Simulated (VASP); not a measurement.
Set up this calculation in VASP 6.6.1, as the native input.

| Item | Value |
| --- | --- |
| Task | single point |
| Functional | r2SCAN |
| Dispersion | D4 |
| Potentials or basis | VASP PAW PBE potentials, release 64 (Ti_sv) |
| Cutoff | 520 eV |
| k mesh | 18 × 18 × 10 |
| Occupations | gaussian, width 0.1 eV |
| Spin | no spin polarisation |
| Dipole correction | no |
| Further INCAR settings | ALGO = Normal; EDIFF = 1e-06; NBANDS = 19 |

The system is Ti.

```
CELL_PARAMETERS angstrom
2.99275 0.00000 0.00000
-1.49638 2.59180 0.00000
0.00000 0.00000 4.72901
ATOMIC_POSITIONS crystal
Ti 0.33333 0.66667 0.25000
Ti 0.66667 0.33333 0.75000
```

One way to write it, as run:

POSCAR

```
Ti
1.0
    2.9927535775      0.0000000000      0.0000000000
   -1.4963767888      2.5918006254      0.0000000000
    0.0000000000      0.0000000000      4.7290138821
Ti
2
Direct
    0.3333333333      0.6666666667      0.2500000000
    0.6666666667      0.3333333333      0.7500000000
```

INCAR.step1

```
SYSTEM = Ti
ALGO     = Normal         ! electronic algorithm
EDIFF    = 1E-4           ! SCF threshold, eV
ENCUT    = 520            ! plane-wave cutoff, eV
GGA      = PE             ! functional
ISMEAR   = 0              ! smearing method
LASPH    = .True.         ! aspherical terms in the spheres
LCHARG   = .False.        ! write CHGCAR
LREAL    = .False.        ! projectors in reciprocal space
LWAVE    = .True.         ! write WAVECAR
NBANDS   = 19             ! bands
NELM     = 100            ! most SCF steps
PREC     = Accurate       ! precision mode
SIGMA    = 0.1            ! smearing width, eV
```

INCAR.step2

```
SYSTEM = Ti
ALGO     = Normal         ! electronic algorithm
EDIFF    = 1E-6           ! SCF threshold, eV
ENCUT    = 520            ! plane-wave cutoff, eV
ISIF     = 2              ! what is computed and relaxed
ISMEAR   = 0              ! smearing method
ISTART   = 1            
IVDW     = 13             ! dispersion correction
LASPH    = .True.         ! aspherical terms in the spheres
LCHARG   = .False.        ! write CHGCAR
LMIXTAU  = .True.       
LREAL    = .False.        ! projectors in reciprocal space
LWAVE    = .False.        ! write WAVECAR
METAGGA  = R2SCAN         ! meta-GGA
NBANDS   = 19             ! bands
NELM     = 100            ! most SCF steps
PREC     = Accurate       ! precision mode
SIGMA    = 0.1            ! smearing width, eV
VDW_A1   = 0.51559235   
VDW_A2   = 5.77342911   
VDW_S6   = 1.0          
VDW_S8   = 0.6018749
```

KPOINTS

```
k-points
0
Gamma
  18 18 10
  0 0 0
```

Potentials or basis: VASP PAW PBE potentials, release 64 (Ti_sv).

The run is started by

```console
$ cat potpaw_PBE.64/Ti_sv/POTCAR > POTCAR
$ cp INCAR.step1 INCAR
$ mpirun -np 1 vasp_std > vasp.out
$ cp INCAR.step2 INCAR
$ mpirun -np 1 vasp_std > vasp.out
```

Results of the run:

```
Pressure                   : -6.4 GPa
Band gap on the k mesh     : zero (bands 12 and 13 overlap by 1.20 eV)
Dispersion energy per atom : -0.064 eV
```

Caveat: the cell stands under tension; the PAW data sets were made with another functional, which shifts forces and pressure a little.

Run time: 5.5 min on 1 thread of Intel(R) Xeon(R) Platinum 8259CL CPU @ 2.50GHz (Skylake/Cascade Lake), on a shared host, peak memory 0.25 GiB.
